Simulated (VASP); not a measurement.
# TaC (Fm-3m) in VASP: single point with PBE

Aim: the single point of TaC with PBE.

All numbers are computed with VASP 6.6.1; they aren't measurements. Logs are shortened: lines on timing, memory, paths and dates and some standing lists are left out, and cuts for length are marked.

## (1) The cell of the first run

The structure is cubic, space group Fm-3m (No. 225). Conventional cell: a = 4.475 Å, b = 4.475 Å, c = 4.475 Å, α = 90.00°, β = 90.00°, γ = 90.00°. Within 3.0 Å of Ta (site symmetry m-3m) lie 6 C at 2.24 Å. Within 3.0 Å of C (site symmetry m-3m) lie 6 Ta at 2.24 Å.

## (2) Single point, PBE

Contents of INCAR:

```
  ALGO = Normal
  EDIFF = 1E-6
  ENCUT = 520
  GGA = PE
  ISIF = 2
  ISMEAR = 0
  LASPH = T
  LCHARG = T
  LELF = T
  LREAL = F
  LVHAR = T
  LWAVE = F
  NBANDS = 14
  NELM = 60
  PREC = Accurate
  SIGMA = 0.1
```

Contents of KPOINTS:

```
k-points
0
Gamma
  16 16 16
```

Contents of POSCAR:

```
TaC
1.0
    0.0000000000      2.2376290138      2.2376290138
    2.2376290138      0.0000000000      2.2376290138
    2.2376290138      2.2376290138      0.0000000000
Ta C
1 1
Direct
    0.0000000000      0.0000000000      0.0000000000
    0.5000000000      0.5000000000      0.5000000000
```

Potentials or basis: VASP PAW PBE potentials, release 64 (Ta_pv, C).

Started as:

```console
> cat potpaw_PBE.64/Ta_pv/POTCAR potpaw_PBE.64/C/POTCAR > POTCAR
> mpirun -np 1 vasp_std > vasp.out
```

OUTCAR:

```text
EDIFF = 1E-6
   ENCUT = 520
   GGA = PE
   ISIF = 2
   ISMEAR = 0
   LASPH = T
   LREAL = F
   NELM = 60
   PREC = Accurate

 ion  position               nearest neighbor table
   1  0.000  0.000  0.000-   2 2.24   2 2.24   2 2.24   2 2.24   2 2.24   2 2.24
   2  0.500  0.500  0.500-   1 2.24   1 2.24   1 2.24   1 2.24   1 2.24   1 2.24

  LATTYP: Found a face centered cubic cell.
 ALAT       =     4.4752580276

  Lattice vectors:

 A1 = (   0.0000000000,   2.2376290138,   2.2376290138)
 A2 = (   2.2376290138,   0.0000000000,   2.2376290138)
 A3 = (   2.2376290138,   2.2376290138,   0.0000000000)

Analysis of symmetry for initial positions (statically):
=====================================================================
 Subroutine PRICEL returns:
 Original cell was already a primitive cell.

 Routine SETGRP: Setting up the symmetry group for a
 face centered cubic supercell.

 Subroutine GETGRP returns: Found 48 space group operations
 (whereof 48 operations were pure point group operations)
 out of a pool of 48 trial point group operations.

The static configuration has the point symmetry O_h .

Analysis of symmetry for dynamics (positions and initial velocities):
=====================================================================
 Subroutine PRICEL returns:
 Original cell was already a primitive cell.

 Routine SETGRP: Setting up the symmetry group for a
 face centered cubic supercell.

 Subroutine GETGRP returns: Found 48 space group operations
 (whereof 48 operations were pure point group operations)
 out of a pool of 48 trial point group operations.

The dynamic configuration has the point symmetry O_h .

 Subroutine INISYM returns: Found 48 space group operations
 (whereof 48 operations are pure point group operations),
 and found     1 'primitive' translations

----------------------------------------------------------------------------------------

                                     Primitive cell

  volume of cell :      22.4075

  direct lattice vectors                    reciprocal lattice vectors
     0.000000000  2.237629014  2.237629014    -0.223450803  0.223450803  0.223450803
     2.237629014  0.000000000  2.237629014     0.223450803 -0.223450803  0.223450803
     2.237629014  2.237629014  0.000000000     0.223450803  0.223450803 -0.223450803

  length of vectors
     3.164485299  3.164485299  3.164485299     0.387028144  0.387028144  0.387028144

  position of ions in fractional coordinates (direct lattice)
     0.000000000  0.000000000  0.000000000
     0.500000000  0.500000000  0.500000000

  ion indices of the primitive-cell ions
   primitive index   ion index
                 1           1
                 2           2

----------------------------------------------------------------------------------------

 KPOINTS: k-points

Automatic generation of k-mesh.
 Grid dimensions read from file:
 generate k-points for:   16   16   16

 Generating k-lattice:

  Cartesian coordinates                     Fractional coordinates (reciprocal lattice)
    -0.013965675  0.013965675  0.013965675     0.062500000  0.000000000  0.000000000
     0.013965675 -0.013965675  0.013965675     0.000000000  0.062500000  0.000000000
     0.013965675  0.013965675 -0.013965675     0.000000000  0.000000000  0.062500000

  Length of vectors
     0.024189259  0.024189259  0.024189259

  Shift w.r.t. Gamma in fractional coordinates (k-lattice)
     0.000000000  0.000000000  0.000000000

 Subroutine IBZKPT returns following result:
 ===========================================

 Found    145 irreducible k-points:

 Following reciprocal coordinates:
            Coordinates               Weight
  0.000000  0.000000  0.000000      1.000000
  0.062500  0.000000  0.000000      8.000000
  0.125000  0.000000  0.000000      8.000000
  0.187500  0.000000  0.000000      8.000000
  0.250000  0.000000  0.000000      8.000000
  0.312500  0.000000  0.000000      8.000000
[... 16 lines left out ...]
 -0.125000  0.062500  0.000000     24.000000
 -0.062500  0.062500  0.000000     12.000000
 [... further k-points ...]
   k-points           NKPTS =    145   k-points in BZ     NKDIM =    145   number of bands    NBANDS=     14
   number of dos      NEDOS =    301   number of ions     NIONS =      2
   total plane-waves  NPLWV =  13824
   dimension x,y,z NGX =    24 NGY =   24 NGZ =   24
   dimension x,y,z NGXF=    48 NGYF=   48 NGZF=   48
   ions per type =               1   1
   NGX,Y,Z   is equivalent  to a cutoff of  12.61, 12.61, 12.61 a.u.
   NGXF,Y,Z  is equivalent  to a cutoff of  25.22, 25.22, 25.22 a.u.
 SYSTEM =  unknown system
   PREC   = accura    normal or accurate (medium, high low for compatibility)
   ISTART =      0    job   : 0-new  1-cont  2-samecut
   ICHARG =      2    charge: 1-file 2-atom 10-const
   ISPIN  =      1    spin polarized calculation?
   LNONCOLLINEAR =      F non collinear calculations
   LSORBIT =      F    spin-orbit coupling
   LASPH  =      T    aspherical Exc in radial PAW
   ENCUT  =  520.0 eV  38.22 Ry    6.18 a.u.   5.88  5.88  5.88*2*pi/ulx,y,z
   NELM   =     60;   NELMIN=  2; NELMDL= -5     # of ELM steps
   EDIFF  = 0.1E-05   stopping-criterion for ELM
   LREAL  =      F    real-space projection
   EDIFFG = 0.1E-04   stopping-criterion for IOM
   NSW    =      0    number of steps for IOM
   IBRION =     -1    ionic relax: 0-MD 1-quasi-New 2-CG
   NFREE  =      0    steps in history (QN), initial steepest desc. (CG)
   ISIF   =      2    stress and relaxation
   ISYM   =      2    0-nonsym 1-usesym 2-fastsym
   POTIM  = 0.5000    time-step for ionic-motion
   TEBEG  =    0.0;   TEEND  =   0.0 temperature during run
   PSTRESS=    0.0 pullay stress
   NELECT =      15.0000    total number of electrons
   NUPDOWN=      -1.0000    fix difference up-down
   EMIN   =  10.00;   EMAX   =-10.00  energy-range for DOS
   EFERMI =   0.00;   METHOD = LEGACY
   ISMEAR =     0;   SIGMA  =   0.10  broadening in eV -4-tet -1-fermi 0-gaus
   EFERMI_NEDOS =   21; number of points for ismear=-14 and -15
   IALGO  =     38    algorithm
   IMIX   =      4    mixing-type and parameters
     AMIX     =   0.40;   BMIX     =  1.00
     AMIX_MAG =   1.60;   BMIX_MAG =  1.00
  volume/ion in A,a.u.               =      11.20        75.61
  Fermi-wavevector in a.u.,A,eV,Ry     =   1.432102  2.706280 27.904393  2.050915
  Thomas-Fermi vector in A             =   2.551766
   LORBIT       =      0    0 simple, 1 ext, 2 COOP (PROOUT), +10 PAW based schemes
   GGA     = PE    functional components
   LHFCALC =     F    Hartree Fock is set to
   AEXX    =    0.0000 exact exchange contribution
   IVDW    =     0    specifies the selected vdW correction
   LEPSILON=     F    determine dielectric tensor
   LRPA    =     F    only Hartree local field effects (RPA)
 non-spin polarized calculation
 Gauss-broadening in eV      SIGMA  =   0.10
  energy-cutoff  :      520.00
  volume of cell :       22.41
 maximum number of plane-waves:       620
   NGX = 11   NGY = 11   NGZ = 11

 number of electron      14.9999999 magnetization

 Free energy of the ion-electron system (eV)
  ---------------------------------------------------
  ext. energy  EPLUGINS =         0.00000000
  ---------------------------------------------------
  free energy    TOTEN  =       -22.20730820 eV

  energy without entropy =      -22.20565642  energy(sigma->0) =      -22.20648231

 E-fermi :   8.2395     XC(G=0): -13.1322

 val. band max:        8.2135304981   @ k =   0.4375   0.1875   0.0625
 cond. band min:       8.2599231894   @ k =   0.1250   0.0625   0.0000
 fundamental gap:      0.0463926913
 Fermi energy:         8.2394580127

 k-point     1 :       0.0000    0.0000    0.0000
  band No.  band energies     occupation
      1     -26.8521      2.00000
      2     -26.8521      2.00000
      3     -26.8521      2.00000
      4      -6.4639      2.00000
      5       6.9499      2.00000
      6       6.9499      2.00000
      7       6.9499      2.00000
      8       7.7891      2.00000
      9       7.7891      2.00000
     10       7.7891      2.00000
     11       8.8976      0.00000
     12       8.8976      0.00000
     13      14.6770      0.00000
     14      18.2949      0.00000

 k-point     2 :       0.0625    0.0000    0.0000
  band No.  band energies     occupation
      1     -26.8795      2.00000
      2     -26.8549      2.00000
      3     -26.8549      2.00000
      4      -6.3554      2.00000
      5       6.3522      2.00000
      6       6.6921      2.00000
      7       6.6921      2.00000
      8       7.4323      2.00000
      9       7.4323      2.00000
     10       8.1493      1.79789
     11       9.7281      0.00000
     12       9.7281      0.00000
     13      14.8965      0.00000
     14      18.5707      0.00000

 k-point     3 :       0.1250    0.0000    0.0000
  band No.  band energies     occupation
      1     -26.9567      2.00000
      2     -26.8628      2.00000
      3     -26.8628      2.00000
      4      -6.0383      2.00000
      5       5.3255      2.00000
      6       5.8293      2.00000
      7       5.8293      2.00000
      8       7.6035      2.00000
      9       7.6035      2.00000
     10       8.5590      0.00001
     11      11.0567      0.00000
     12      11.0567      0.00000
     13      15.4677      0.00000
     14      19.3323      0.00000
[... 324 lines left out ...]
 k-point    23 :      -0.1250    0.0625    0.0000
  band No.  band energies     occupation
      1     -27.0015      2.00000
      2     -26.8884      2.00000
      3     -26.8597      2.00000
      4      -5.8034      2.00000
      5       4.7979      2.00000
      6       5.2570      2.00000
      7       5.4279      2.00000
      8       7.4197      2.00000
      9       8.3297      0.20184
     10       8.9585      0.00000
     11      10.8246      0.00000
     12      12.3568      0.00000
     13      15.8934      0.00000
     14      19.8649      0.00000

 k-point    24 :      -0.0625    0.0625    0.0000
  band No.  band energies     occupation
      1     -26.9172      2.00000
      2     -26.8706      2.00000
      3     -26.8544      2.00000
      4      -6.1785      2.00000
      5       5.8353      2.00000
      6       6.0316      2.00000
      7       6.1552      2.00000
      8       7.1159      2.00000
      9       8.0014      1.99924
     10       8.5795      0.00000
     11       9.8542      0.00000
     12      10.9673      0.00000
     13      15.2490      0.00000
     14      19.0087      0.00000

 [... further k-points ...]
[... 5 lines left out ...]
  --------------------------------------------------------------------------------------
  -------------------------------------------------------------------------------------
  Total        0.0959534      0.0959534      0.0959534      0.0000000      0.0000000      0.0000000
  in kB        6.8608340      6.8608340      6.8608340      0.0000000      0.0000000      0.0000000
  external PRESSURE =       6.8608340 kB  Pullay stress =       0.0000000 kB

 VOLUME and BASIS-vectors are now :
 -----------------------------------------------------------------------------
  energy-cutoff  :      520.00
  volume of cell :       22.41
      direct lattice vectors                 reciprocal lattice vectors
     0.000000000  2.237629014  2.237629014    -0.223450803  0.223450803  0.223450803
     2.237629014  0.000000000  2.237629014     0.223450803 -0.223450803  0.223450803
     2.237629014  2.237629014  0.000000000     0.223450803  0.223450803 -0.223450803

 POSITION                                       TOTAL-FORCE (eV/Angst)
 -----------------------------------------------------------------------------------
      0.00000      0.00000      0.00000        -0.000000      0.000000     -0.000000
      2.23763      2.23763      2.23763         0.000000      0.000000      0.000000
 -----------------------------------------------------------------------------------
    total drift:                                0.000000     -0.000000     -0.000000

  FREE ENERGIE OF THE ION-ELECTRON SYSTEM (eV)
  ---------------------------------------------------
  free  energy   TOTEN  =       -22.2073081954 eV

  energy  without entropy=      -22.2056564166  energy(sigma->0) =      -22.20648231
```

Run time: 42 s. Hardware: 1 thread of Intel Xeon 8259CL, shared host; peak memory 0.18 GiB.

What came out:

| Quantity | Value |
| --- | --- |
| Free energy | -22.2073 eV |
| Pressure | 0.7 GPa |

Caveat: spin-orbit coupling is left out, which moves the levels of the heavy elements.
